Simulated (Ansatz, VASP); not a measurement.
**Two plane-wave programs on SiC**

Contents of POSCAR:

```
SiC
1.0
    0.0000000000      2.1780523476      2.1780523476
    2.1780523476      0.0000000000      2.1780523476
    2.1780523476      2.1780523476      0.0000000000
Si C
1 1
Direct
    0.0000000000      0.0000000000      0.0000000000
    0.2500000000      0.2500000000      0.2500000000
```

INCAR.step1

```
SYSTEM = SiC
PREC     = Accurate       ! precision mode
ENCUT    = 520            ! plane-wave cutoff, eV
EDIFF    = 1E-5           ! SCF threshold, eV
ISMEAR   = 0              ! smearing method
SIGMA    = 0.01           ! smearing width, eV
LREAL    = .FALSE.        ! projectors in reciprocal space
LASPH    = .TRUE.         ! aspherical terms in the spheres
NELM     = 60             ! most SCF steps
ALGO     = Normal         ! electronic algorithm
ISIF     = 2              ! what is computed and relaxed
LWAVE    = .TRUE.         ! write WAVECAR
LCHARG   = .FALSE.        ! write CHGCAR
NBANDS   = 11             ! bands
GGA      = PE             ! functional
```

INCAR.step2

```
SYSTEM = SiC
PREC     = Accurate       ! precision mode
ENCUT    = 520            ! plane-wave cutoff, eV
EDIFF    = 1E-7           ! SCF threshold, eV
ISMEAR   = 0              ! smearing method
SIGMA    = 0.01           ! smearing width, eV
LREAL    = .FALSE.        ! projectors in reciprocal space
LASPH    = .TRUE.         ! aspherical terms in the spheres
NELM     = 60             ! most SCF steps
ALGO     = Normal         ! electronic algorithm
ISIF     = 2              ! what is computed and relaxed
LWAVE    = .FALSE.        ! write WAVECAR
LCHARG   = .FALSE.        ! write CHGCAR
GGA      = PE             ! functional
LHFCALC  = .TRUE.         ! exact exchange
AEXX     = 0.5            ! exact-exchange fraction
HFSCREEN = 0.1            ! screening, 1/A
PRECFOCK = Normal       
NBANDS   = 11             ! bands
ISTART   = 1
```

File KPOINTS:

```
regular mesh
0
G
  4 4 4
  0 0 0
```

Input for Ansatz:

```yaml
crystal:
  lattice:
    - [0.0, 2.1780523476, 2.1780523476]
    - [2.1780523476, 0.0, 2.1780523476]
    - [2.1780523476, 2.1780523476, 0.0]
  atoms:
    - { symbol: Si, position: [0.0, 0.0, 0.0] }
    - { symbol: C, position: [0.25, 0.25, 0.25] }
kpoints:
  mp_grid: { grid: [4, 4, 4] }
hamiltonian:
  xc: { exchange: pbe, correlation: pbe, exx: { coeff: 0.5, omega: 0.1 } }
scf:
  occupations: { method: fixed }
  n_extra_bands: 4
output:
  forces: true
  stress: true
  eigenvalues: true
```

Alike in both runs: task single point; functional PBE-based screened hybrid; k mesh 4 × 4 × 4; no spin polarisation.

|  | VASP | Ansatz |
| --- | --- | --- |
| version | VASP 6.6.1 | Ansatz 0.2.0 |
| potentials or method | VASP PAW PBE potentials, release 64 (Si, C) | plane waves |
| plane-wave cutoff (eV) | 520 | 420 |
| occupations | gaussian, width 0.01 eV | fixed |
| valence electrons in the cell | 8 | 8 |

|  | VASP | Ansatz | Ansatz less VASP |
| --- | --- | --- | --- |
| gap on the k mesh at the Fermi level (eV) | 3.96 | 3.87 | -0.090 |
| pressure (GPa) | -6.6 | -5.5 | +1.14 |

VASP's potentials were made for PBE, not for PBE-based screened hybrid. Ansatz's warnings: stress exchange threshold loose, stress scf threshold loose.

The k mesh is coarse, so the values compare programs but aren't converged.
